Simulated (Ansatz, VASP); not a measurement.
Os in VASP and in Ansatz

INCAR

```
ALGO     = Normal         # electronic algorithm
EDIFF    = 1E-7           # SCF threshold, eV
EDIFFG   = -0.005         # ionic threshold
ENCUT    = 600            # plane-wave cutoff, eV
GGA      = CA             # functional
IBRION   = 2              # ionic algorithm
ISIF     = 3              # what is computed and relaxed
ISMEAR   = 0              # smearing method
LASPH    = T              # aspherical terms in the spheres
LCHARG   = F              # write CHGCAR
LREAL    = F              # projectors in reciprocal space
LWAVE    = F              # write WAVECAR
NELM     = 60             # most SCF steps
NSW      = 100            # ionic steps
PREC     = Accurate       # precision mode
SIGMA    = 0.1            # smearing width, eV
```

KPOINTS

```
k-points
0
Gamma
  18 18 10
```

The input POSCAR:

```
Os
1.0
    2.7128151981      0.0000000000      0.0000000000
   -1.3564075991      2.3493668773      0.0000000000
    0.0000000000      0.0000000000      4.2951986728
Os
2
Direct
    0.3333333333      0.6666666667      0.2500000000
    0.6666666667      0.3333333333      0.7500000000
```

Input for Ansatz:

```yaml
crystal:
  lattice:
    - [2.7128151981, 0.0, 0.0]
    - [-1.3564075991, 2.3493668773, 0.0]
    - [0.0, 0.0, 4.2951986728]
  atoms:
    - { symbol: Os, position: [0.3333333333, 0.6666666667, 0.25] }
    - { symbol: Os, position: [0.6666666667, 0.3333333333, 0.75] }
basis:
  ecutwfc: 420
kpoints:
  mp_grid: { grid: [18, 18, 10] }
hamiltonian:
  xc: lda
scf:
  occupations: { method: gaussian, width: 0.1 }
output:
  forces: true
  stress: true
  eigenvalues: true
  write_density: true
  write_potential: true
  elf: true
  volumetric_format: npy
relax:
  adjacent_minimum: "off"
  f_tol: 0.005
  max_steps: 80
  cell: { stress_tol: 0.05 }
```

Alike in both runs: task relaxation of cell and atoms; functional LDA; k mesh 18 × 18 × 10; occupations gaussian, width 0.1 eV; no spin polarisation.

|  | VASP | Ansatz |
| --- | --- | --- |
| version | VASP 6.6.1 | Ansatz 0.2.0 |
| potentials or method | VASP PAW LDA potentials, release 64 (Os), cutoff 600 eV | scalar-relativistic, plane waves, PAW |
| valence electrons in the cell | 16 | 32 |

```tsv
	VASP	Ansatz	Ansatz less VASP
gap on the k mesh at the Fermi level, each at its own relaxed structure (eV)	none	none	-
relaxed volume (Å³/atom)	13.73	13.70	-0.036
relaxed cell length with the largest relative difference (Å)	2.717	2.715	-0.0027
```

LDA's correlation is that of Perdew and Zunger in VASP and of Perdew and Wang (1992) in Ansatz. A gap of «none» marks a metal or a gap that the smearing closes. VASP's potentials hold 16 valence electrons a cell and Ansatz's 32, so a difference there can come from the potentials and not from the codes.

Neither program's run includes spin-orbit coupling.
